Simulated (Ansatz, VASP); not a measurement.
Given: the input of a run of VASP 6.6.1 on Na.

INCAR

```
  ALGO = Fast
  EDIFF = 1E-6
  ENCUT = 520
  GGA = PS
  ISIF = 2
  ISMEAR = -1
  LASPH = T
  LCHARG = F
  LREAL = F
  LWAVE = F
  NBANDS = 22
  NELM = 80
  PREC = Accurate
  SIGMA = 0.05
```

Contents of KPOINTS:

```
k-points
0
Gamma
  8 8 3
```

POSCAR

```
Na
1.0
    3.6248439025      0.0000000000      0.0000000000
   -1.8124219512      3.1392069043      0.0000000000
    0.0000000000      0.0000000000     12.2813860211
Na
4
Direct
    0.6666666667      0.3333333333      0.7500000000
    0.0000000000      0.0000000000      0.5000000000
    0.3333333333      0.6666666667      0.2500000000
    0.0000000000      0.0000000000      0.0000000000
```

Potentials or basis: VASP PAW PBE potentials, release 64 (Na_pv).

Command:

```sh
$ cat potpaw_PBE.64/Na_pv/POTCAR > POTCAR
$ mpirun -np 1 vasp_std > vasp.out
```

Task: Set up the same calculation for Ansatz 0.2.0. Potentials there: Ansatz PAW.

Result: As run (the cutoff follows the program's own potentials):

Contents of input.yaml:

```yaml
crystal:
  lattice:
    - [3.6248439025, 0.0, 0.0]
    - [-1.8124219512, 3.1392069043, 0.0]
    - [0.0, 0.0, 12.2813860211]
  atoms:
    - { symbol: Na, position: [0.6666666667, 0.3333333333, 0.75] }
    - { symbol: Na, position: [0.0, 0.0, 0.5] }
    - { symbol: Na, position: [0.3333333333, 0.6666666667, 0.25] }
    - { symbol: Na, position: [0.0, 0.0, 0.0] }
hamiltonian:
  xc: pbesol
  pseudopotentials: { kind: paw }
kpoints:
  mp_grid: { grid: [8, 8, 3] }
scf:
  occupations: { method: fermi_dirac, width: 0.05 }
output:
  forces: true
  stress: true
  eigenvalues: true
```

Potentials or basis: Ansatz PAW.

Command:

```console
$ ansatz run input.yaml --threads 1 --pin off --max-ram 3584MiB --backend cpu --events-out ev --progress --plain --runs-dir out
```

Both were run:

|  | VASP | Ansatz | Ansatz less VASP |
| --- | --- | --- | --- |
| gap on the k mesh at the Fermi level (eV) | none | none | - |
| pressure (GPa) | 0.4 | 0.4 | -0.07 |
| traceless stress, the component that is largest in VASP (GPa) | -0.72 | -0.72 | 0.000 |

VASP's potentials were made for PBE, not for PBEsol. A gap of «none» marks a metal or a gap that the smearing closes. VASP's potentials hold 28 valence electrons a cell and Ansatz's 36, so a difference there can come from the potentials and not from the codes.
